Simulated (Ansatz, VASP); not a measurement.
**One calculation of Al2Ru3, two programs**

INCAR

```
  ALGO = Fast
  EDIFF = 1E-6
  EDIFFG = -0.01
  ENCUT = 600
  GGA = PE
  IBRION = 2
  ISIF = 3
  ISMEAR = 0
  LASPH = True
  LCHARG = False
  LREAL = False
  LWAVE = False
  NELM = 80
  NSW = 100
  PREC = Accurate
  SIGMA = 0.1
```

Contents of KPOINTS:

```
k-points
0
Gamma
  12 12 8
```

File POSCAR:

```
Al2Ru3
1.0
    4.0997296716      0.0000000000      0.0000000000
   -2.0498648358      3.5504700442      0.0000000000
    0.0000000000      0.0000000000      5.1396742414
Al Ru
2 3
Direct
    0.6666666667      0.3333333333      0.8499245757
    0.3333333333      0.6666666667      0.1500754243
    0.6666666667      0.3333333333      0.3673054159
    0.3333333333      0.6666666667      0.6326945841
    0.0000000000      0.0000000000      0.0000000000
```

Input for Ansatz:

```yaml
crystal:
  lattice:
    - [4.0997296716, 0.0, 0.0]
    - [-2.0498648358, 3.5504700442, 0.0]
    - [0.0, 0.0, 5.1396742414]
  atoms:
    - { symbol: Al, position: [0.6666666667, 0.3333333333, 0.8499245757] }
    - { symbol: Al, position: [0.3333333333, 0.6666666667, 0.1500754243] }
    - { symbol: Ru, position: [0.6666666667, 0.3333333333, 0.3673054159] }
    - { symbol: Ru, position: [0.3333333333, 0.6666666667, 0.6326945841] }
    - { symbol: Ru, position: [0.0, 0.0, 0.0] }
basis:
  ecutwfc: 420
kpoints:
  mp_grid: { grid: [12, 12, 8] }
hamiltonian:
  xc: pbe
scf:
  occupations: { method: gaussian, width: 0.1 }
output:
  forces: true
  stress: true
  eigenvalues: true
  write_density: true
  write_potential: true
  elf: true
  volumetric_format: npy
relax:
  adjacent_minimum: "off"
  f_tol: 0.01
  max_steps: 80
  cell: { stress_tol: 0.05 }
```

Change from the starting cell: species swapped into the La2O3 type (P-3m1, No. 164).

Alike in both runs: task relaxation of cell and atoms; functional PBE; k mesh 12 × 12 × 8; occupations gaussian, width 0.1 eV; no spin polarisation.

```csv
,VASP,Ansatz
version,VASP 6.6.1,Ansatz 0.2.0
potentials or method,"VASP PAW PBE potentials, release 64 (Al, Ru_pv), cutoff 600 eV","scalar-relativistic, plane waves, PAW"
valence electrons in the cell,48,54
```

|  | VASP | Ansatz | Ansatz less VASP |
| --- | --- | --- | --- |
| gap on the k mesh at the Fermi level, each at its own relaxed structure (eV) | none | none | - |
| relaxed volume (Å³/atom) | 14.97 | 14.98 | +0.007 |
| relaxed length of the cell vector where the two differ most in proportion (Å) | 5.130 | 5.132 | +0.0018 |

A gap of «none» marks a metal or a gap that the smearing closes. VASP's potentials hold 48 valence electrons a cell and Ansatz's 54, so a difference there can come from the potentials and not from the codes.
